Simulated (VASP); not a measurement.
Be2C: single point with PBEsol

The system is Be2C.

```
Be C
1.0
     0.00000    2.15537    2.15537
     2.15537    0.00000    2.15537
     2.15537    2.15537    0.00000
Be C
2 1
Direct
  0.75000 0.75000 0.75000
  0.25000 0.25000 0.25000
  0.00000 0.00000 0.00000
```

- Program: VASP 6.6.1
- Task: single point
- Functional: PBEsol
- Potentials or basis: VASP PAW PBE potentials, release 64 (Be, C)
- Cutoff: 600 eV
- k mesh: 10 × 10 × 10
- Occupations: fermi-dirac, width 0.02 eV
- Spin: no spin polarisation
- Dipole correction: no
- Further INCAR settings: ALGO = Normal; EDIFF = 1e-06; NBANDS = 11

* Pressure: 0.6 GPa
* Band gap on the k mesh: 1.07 eV (least direct gap 4.11 eV)

Levels at points of the mesh, in eV from the valence-band top:
| k point | band 1 | band 2 | band 3 | band 4 | band 5 | band 6 | band 7 | band 8 | band 9 |
| --- | --- | --- | --- | --- | --- | --- | --- | --- | --- |
| (0.00, 0.00, 0.00) | -15.13 | 0.00 | 0.00 | 0.00 | 4.11 | 4.11 | 4.11 | 6.85 | 13.18 |
| (0.50, 0.00, 0.00) | -12.21 | -8.85 | -1.86 | -1.86 | 4.97 | 4.97 | 7.15 | 9.78 | 14.60 |
| (0.50, 0.50, 0.00) | -11.47 | -6.83 | -4.81 | -4.81 | 1.07 | 5.81 | 13.34 | 13.34 | 15.47 |

It took 20 s on 1 thread of Intel Xeon 8259CL, on a shared host, peak memory 0.14 GiB.

Caveat: the PAW data sets were made with another functional, which shifts forces and pressure a little. A k mesh can miss the band edges.
